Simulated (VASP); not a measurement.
# CuO in VASP: a series of runs

The runs below take CuO through single point, with r2SCAN, LDA.

All numbers are computed with VASP 6.6.1; they aren't measurements. Logs are shortened: lines on timing, memory, paths and dates and some standing lists are left out, and cuts for length are marked.

**1. The cell of the first run**

The typed cell holds 4 atoms: a = 3.843 Å, b = 3.843 Å, c = 3.293 Å, α = 90.00°, β = 90.00°, γ = 90.00°.

**2. Single point, r2SCAN**

The input, POSCAR:

```
CuO
1.0
    3.8425771282      0.0000000000      0.0000000000
    0.0000000000      3.8425771282      0.0000000000
    0.0000000000      0.0000000000      3.2931256232
Cu O
2 2
Direct
    0.0000000000      0.0000000000      0.0000000000
    0.5000000000      0.5000000000      0.0000000000
    0.5000000000      0.0000000000      0.0001685192
    0.0000000000      0.5000000000      0.9998314808
```

The input, INCAR.step1:

```
SYSTEM = CuO
ALGO = Normal
EDIFF = 1E-4
ENCUT = 520
GGA = PE
ISMEAR = -1
LASPH = .True.
LCHARG = .False.
LREAL = .False.
LWAVE = .True.
NBANDS = 25
NELM = 60
PREC = Accurate
SIGMA = 0.05
```

The input, INCAR.step2:

```
SYSTEM = CuO
ALGO = Normal
EDIFF = 1E-6
ENCUT = 520
ISIF = 2
ISMEAR = -1
ISTART = 1
LASPH = .True.
LCHARG = .True.
LELF = .True.
LMIXTAU = .True.
LREAL = .False.
LVHAR = .True.
LWAVE = .False.
METAGGA = R2SCAN
NBANDS = 25
NELM = 60
PREC = Accurate
SIGMA = 0.05
```

The input, KPOINTS:

```
k-points
0
Gamma
  8 8 6
  0 0 0
```

Potentials or basis: VASP PAW PBE potentials, release 64 (Cu, O).

On the command line:

```bash
cat potpaw_PBE.64/Cu/POTCAR potpaw_PBE.64/O/POTCAR > POTCAR
cp INCAR.step1 INCAR
mpirun -np 1 vasp_std > vasp.out
cp INCAR.step2 INCAR
mpirun -np 1 vasp_std > vasp.out
```

OUTCAR:

```text
SYSTEM = CuO
   EDIFF = 1E-6
   ENCUT = 520
   ISIF = 2
   ISMEAR = -1
   ISTART = 1
   LASPH = .True.
   LREAL = .False.
   METAGGA = R2SCAN
   NELM = 60
   PREC = Accurate

 ion  position               nearest neighbor table
   1  0.000  0.000  0.000-   3 1.92   4 1.92   4 1.92   3 1.92   2 2.72   2 2.72   2 2.72   2 2.72

   2  0.500  0.500  0.000-   3 1.92   4 1.92   3 1.92   4 1.92   1 2.72   1 2.72   1 2.72   1 2.72

   3  0.500  0.000  0.000-   1 1.92   2 1.92   2 1.92   1 1.92
   4  0.000  0.500  1.000-   1 1.92   2 1.92   1 1.92   2 1.92

  LATTYP: Found a simple tetragonal cell.
 ALAT       =     3.8425771282
 C/A-ratio  =     0.8570096353

  Lattice vectors:

 A1 = (   3.8425771282,   0.0000000000,   0.0000000000)
 A2 = (   0.0000000000,   3.8425771282,   0.0000000000)
 A3 = (   0.0000000000,   0.0000000000,   3.2931256232)

Analysis of symmetry for initial positions (statically):
=====================================================================
 Subroutine PRICEL returns:
 Original cell was already a primitive cell.

 Routine SETGRP: Setting up the symmetry group for a
 simple tetragonal supercell.

 Subroutine GETGRP returns: Found 16 space group operations
 (whereof  8 operations were pure point group operations)
 out of a pool of 16 trial point group operations.

The static configuration has the point symmetry D_2d.
 The point group associated with its full space group is D_4h.

Analysis of symmetry for dynamics (positions and initial velocities):
=====================================================================
 Subroutine PRICEL returns:
 Original cell was already a primitive cell.

 Routine SETGRP: Setting up the symmetry group for a
 simple tetragonal supercell.

 Subroutine GETGRP returns: Found 16 space group operations
 (whereof  8 operations were pure point group operations)
 out of a pool of 16 trial point group operations.

The dynamic configuration has the point symmetry D_2d.
 The point group associated with its full space group is D_4h.

 Subroutine INISYM returns: Found 16 space group operations
 (whereof  8 operations are pure point group operations),
 and found     1 'primitive' translations

----------------------------------------------------------------------------------------

                                     Primitive cell

  volume of cell :      48.6243
[... 85 lines left out ...]
   ISTART =      1    job   : 0-new  1-cont  2-samecut
   ICHARG =      0    charge: 1-file 2-atom 10-const
   ISPIN  =      1    spin polarized calculation?
   LNONCOLLINEAR =      F non collinear calculations
   LSORBIT =      F    spin-orbit coupling
   LASPH  =      T    aspherical Exc in radial PAW
   ENCUT  =  520.0 eV  38.22 Ry    6.18 a.u.   7.14  7.14  6.12*2*pi/ulx,y,z
   NELM   =     60;   NELMIN=  2; NELMDL=  0     # of ELM steps
   EDIFF  = 0.1E-05   stopping-criterion for ELM
   LREAL  =      F    real-space projection
   EDIFFG = 0.1E-04   stopping-criterion for IOM
   NSW    =      0    number of steps for IOM
   IBRION =     -1    ionic relax: 0-MD 1-quasi-New 2-CG
   NFREE  =      0    steps in history (QN), initial steepest desc. (CG)
   ISIF   =      2    stress and relaxation
   ISYM   =      2    0-nonsym 1-usesym 2-fastsym
   POTIM  = 0.5000    time-step for ionic-motion
   TEBEG  =    0.0;   TEEND  =   0.0 temperature during run
   PSTRESS=    0.0 pullay stress
   NELECT =      34.0000    total number of electrons
   NUPDOWN=      -1.0000    fix difference up-down
   EMIN   =  10.00;   EMAX   =-10.00  energy-range for DOS
   EFERMI =   0.00;   METHOD = LEGACY
   ISMEAR =    -1;   SIGMA  =   0.05  broadening in eV -4-tet -1-fermi 0-gaus
   EFERMI_NEDOS =   21; number of points for ismear=-14 and -15
   IALGO  =     38    algorithm
   IMIX   =      4    mixing-type and parameters
     AMIX     =   0.40;   BMIX     =  1.00
     AMIX_MAG =   1.60;   BMIX_MAG =  1.00
  volume/ion in A,a.u.               =      12.16        82.03
  Fermi-wavevector in a.u.,A,eV,Ry     =   1.453059  2.745884 28.727083  2.111381
  Thomas-Fermi vector in A             =   2.570369
   LORBIT       =      0    0 simple, 1 ext, 2 COOP (PROOUT), +10 PAW based schemes
   METAGGA = R2SCAN    functional components
   LHFCALC =     F    Hartree Fock is set to
   AEXX    =    0.0000 exact exchange contribution
   IVDW    =     0    specifies the selected vdW correction
   LEPSILON=     F    determine dielectric tensor
   LRPA    =     F    only Hartree local field effects (RPA)
 non-spin polarized calculation
  energy-cutoff  :      520.00
  volume of cell :       48.62
 maximum number of plane-waves:      1344
 NGX is ok and might be reduce to    30
   NGX = 15   NGY = 15   NGZ = 13

 number of electron      33.9999967 magnetization

 Free energy of the ion-electron system (eV)
  ---------------------------------------------------
  ext. energy  EPLUGINS =         0.00000000
  ---------------------------------------------------
  free energy    TOTEN  =       -35.75894389 eV

  energy without entropy =      -35.74099380  energy(sigma->0) =      -35.74996885

 E-fermi :   3.1835     XC(G=0): -11.2548

 val. band max:        3.1618080058   @ k =   0.5000   0.1250   0.0000
 cond. band min:       3.2053990211   @ k =   0.3750   0.1250   0.3333
 fundamental gap:      0.0435910152
 Fermi energy:         3.1834507640

 k-point     1 :       0.0000    0.0000    0.0000
  band No.  band energies     occupation
      1     -17.1762      2.00000
      2     -15.9194      2.00000
      3      -2.5518      2.00000
      4      -2.5518      2.00000
      5      -0.5550      2.00000
      6       0.1940      2.00000
[... 661 lines left out ...]
     24      15.6370      0.00000
     25      18.4489      0.00000

 [... further k-points ...]
[... 5 lines left out ...]
  --------------------------------------------------------------------------------------
  -------------------------------------------------------------------------------------
  Total        0.4369158      0.4369158     -0.0900741      0.0000000     -0.0000000      0.0000000
  in kB       14.3964317     14.3964317     -2.9679538      0.0000000     -0.0000000      0.0000000
  external PRESSURE =       8.6083032 kB  Pullay stress =       0.0000000 kB

 VOLUME and BASIS-vectors are now :
 -----------------------------------------------------------------------------
  energy-cutoff  :      520.00
  volume of cell :       48.62
      direct lattice vectors                 reciprocal lattice vectors
     3.842577128  0.000000000  0.000000000     0.260242011  0.000000000  0.000000000
     0.000000000  3.842577128  0.000000000     0.000000000  0.260242011  0.000000000
     0.000000000  0.000000000  3.293125623     0.000000000  0.000000000  0.303662877

 POSITION                                       TOTAL-FORCE (eV/Angst)
 -----------------------------------------------------------------------------------
      0.00000      0.00000      0.00000        -0.000000     -0.000000      0.000000
      1.92129      1.92129      0.00000         0.000000      0.000000      0.000000
      1.92129      0.00000      0.00055        -0.000000     -0.000000     -0.000422
      0.00000      1.92129      3.29257        -0.000000      0.000000      0.000422
 -----------------------------------------------------------------------------------
    total drift:                                0.000000      0.000000      0.000000

  FREE ENERGIE OF THE ION-ELECTRON SYSTEM (eV)
  ---------------------------------------------------
  free  energy   TOTEN  =       -35.7589438907 eV

  energy  without entropy=      -35.7409937999  energy(sigma->0) =      -35.74996885
```

OUTCAR.step1:

```text
SYSTEM = CuO
   EDIFF = 1E-4
   ENCUT = 520
   GGA = PE
   ISMEAR = -1
   LASPH = .True.
   LREAL = .False.
   NELM = 60
[... 903 lines left out ...]
      1.92129      1.92129      0.00000         0.000000      0.000000      0.000000
      1.92129      0.00000      0.00055        -0.000000      0.000000     -0.000092
      0.00000      1.92129      3.29257         0.000000     -0.000000      0.000092
 -----------------------------------------------------------------------------------
    total drift:                                0.000000      0.000000      0.000000

  FREE ENERGIE OF THE ION-ELECTRON SYSTEM (eV)
  ---------------------------------------------------
  free  energy   TOTEN  =       -18.9548898387 eV

  energy  without entropy=      -18.9310721738  energy(sigma->0) =      -18.94298101
```

It took 5.2 min on 1 thread of Intel Xeon 8259CL, shared host; peak memory 0.21 GiB.

Results:

- Free energy: -35.7589 eV
- Pressure: 0.9 GPa
- Band gap on the k mesh: zero (band 17 reaches 5.33 eV, above the bottom of band 18 at 1.97 eV)

Caveat: the PAW data sets were made with another functional, which shifts forces and pressure a little; semilocal functionals often make such compounds metallic where correlation or magnetic order opens a gap, which also shifts bond lengths.

**3. Single point, LDA**

This run uses another cell than the first one, of 11.07 Å³/atom, 0.910 times its volume.

The input, INCAR:

```
SYSTEM = CuO
ALGO = Normal
EDIFF = 1E-7
ENCUT = 520
ISIF = 2
ISMEAR = -1
LASPH = .True.
LCHARG = .True.
LELF = .True.
LREAL = .False.
LVHAR = .True.
LWAVE = .False.
NBANDS = 25
NELM = 100
PREC = Accurate
SIGMA = 0.05
```

KPOINTS is that of step 2.

The input, POSCAR:

```
CuO
1.0
    3.7956308276      0.0000000000      0.0000000000
    0.0000000000      3.7956308276      0.0000000000
    0.0000000000      0.0000000000      3.0722692278
Cu O
2 2
Direct
    0.0000000000      0.0000000000      0.0000000000
    0.5000000000      0.5000000000      0.0000000000
    0.5000000000      0.0000000000      0.0001564804
    0.0000000000      0.5000000000      0.9998435196
```

Potentials or basis: VASP PAW LDA potentials, release 64 (Cu, O).

On the command line:

```bash
cat potpaw_LDA.64/Cu/POTCAR potpaw_LDA.64/O/POTCAR > POTCAR
mpirun -np 1 vasp_std > vasp.out
```

Run time: 61 s. Hardware: 1 thread of Intel Xeon 6975P-C (Granite Rapids), shared host; peak memory 0.17 GiB.

It converged, with:

```
Free energy            : -22.4433 eV
Pressure               : 1.0 GPa
Band gap on the k mesh : zero (band 17 reaches 6.12 eV, above the bottom of band 18 at 2.72 eV)
```

Stress tensor (GPa, compression positive):
```
 1.49  0.00  0.00
 0.00  1.49  0.00
 0.00  0.00 -0.09
```

Levels at points of the mesh, in eV from the Fermi level:
| k point | band 15 | band 16 | band 17 | band 18 | band 19 | band 20 | band 21 | band 22 |
| --- | --- | --- | --- | --- | --- | --- | --- | --- |
| (0.00, 0.00, 0.00) | -1.94 | -1.72 | -1.36 | -1.27 | 2.26 | 5.10 | 11.83 | 11.83 |
| (0.50, 0.00, 0.00) | -0.77 | -0.77 | -0.44 | -0.44 | 5.87 | 5.87 | 12.30 | 12.30 |
| (0.50, 0.50, 0.00) | 0.18 | 0.18 | 2.10 | 2.10 | 7.23 | 7.23 | 7.81 | 7.81 |
| (0.00, 0.00, 0.50) | -1.73 | -1.71 | -1.69 | -1.26 | 5.64 | 6.75 | 8.15 | 9.02 |
| (0.50, 0.00, 0.50) | -1.00 | -1.00 | -0.09 | -0.09 | 5.12 | 5.12 | 10.50 | 10.50 |
| (0.50, 0.50, 0.50) | -0.26 | -0.26 | 2.13 | 2.13 | 3.55 | 3.55 | 11.67 | 11.67 |

Caveat: semilocal functionals often make such compounds metallic where correlation or magnetic order opens a gap, which also shifts bond lengths. With open d or f shells a metallic result of LDA can be an artefact of self-interaction; +U or a hybrid may open a gap.
